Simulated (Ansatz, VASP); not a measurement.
# ZnSbO: VASP beside Ansatz

```xyz
3
Lattice="3.2696 0.0000 0.0000 -1.6348 2.8315 0.0000 0.0000 0.0000 7.3974" Properties=species:S:1:pos:R:3 pbc="T T T"
Zn    0.0000    0.0000    0.0000
Sb    1.6348    0.9438    3.6987
O     0.0000    1.8877    0.0000
```

Change from the starting cell: species swapped into the DyHSe type (P-6m2, No. 187).

Alike in both runs: functional PBE; k mesh 6 × 6 × 4; occupations gaussian, width 0.1 eV; no spin polarisation.

Ansatz relaxed the structure, and its values are those at the end. VASP's run is a single point on that final structure, the one shown.

```csv
,VASP,Ansatz
version,VASP 6.6.1,Ansatz 0.2.0
potentials or method,"VASP PAW PBE potentials, release 64 (Zn, Sb, O), cutoff 520 eV","scalar-relativistic, plane waves, PAW"
valence electrons in the cell,23,33
```

Ansatz gave:

* gap on the k mesh at the Fermi level (eV): none
* pressure (GPa): 0.1

Task: Estimate VASP's values.

Result: gap on the k mesh at the Fermi level (eV): none; pressure (GPa): 0.4.

A gap of «none» marks a metal or a gap that the smearing closes. VASP's potentials hold 23 valence electrons a cell and Ansatz's 33, so a difference there can come from the potentials and not from the codes.

The k mesh is coarse, so the values compare programs but aren't converged. Neither program's run includes spin-orbit coupling.
